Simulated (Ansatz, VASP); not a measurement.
**TePb: VASP beside Ansatz**

```
CELL_PARAMETERS angstrom
0.00000 3.22157 3.22157
3.22157 0.00000 3.22157
3.22157 3.22157 0.00000
ATOMIC_POSITIONS crystal
Te 0.50000 0.50000 0.50000
Pb 0.00000 0.00000 0.00000
```

Alike in both runs: task single point; functional PBEsol; k mesh 8 × 8 × 8; no spin polarisation.

|  | VASP | Ansatz |
| --- | --- | --- |
| version | VASP 6.6.1 | Ansatz 0.2.0 |
| potentials or method | VASP PAW PBE potentials, release 64 (Te, Pb_d), cutoff 500 eV | scalar-relativistic, plane waves, PAW |
| occupations | gaussian, width 0.02 eV | methfessel-paxton of order 1, width 0.15 eV |
| valence electrons in the cell | 20 | 30 |

```tsv
	VASP	Ansatz	Ansatz less VASP
gap on the k mesh at the Fermi level (eV)	0.65	0.65	-0.004
pressure (GPa)	0.0	0.0	+0.03
```

VASP's potentials were made for PBE, not for PBEsol. VASP's potentials hold 20 valence electrons a cell and Ansatz's 30, so a difference there can come from the potentials and not from the codes.

Spin-orbit coupling is off throughout.
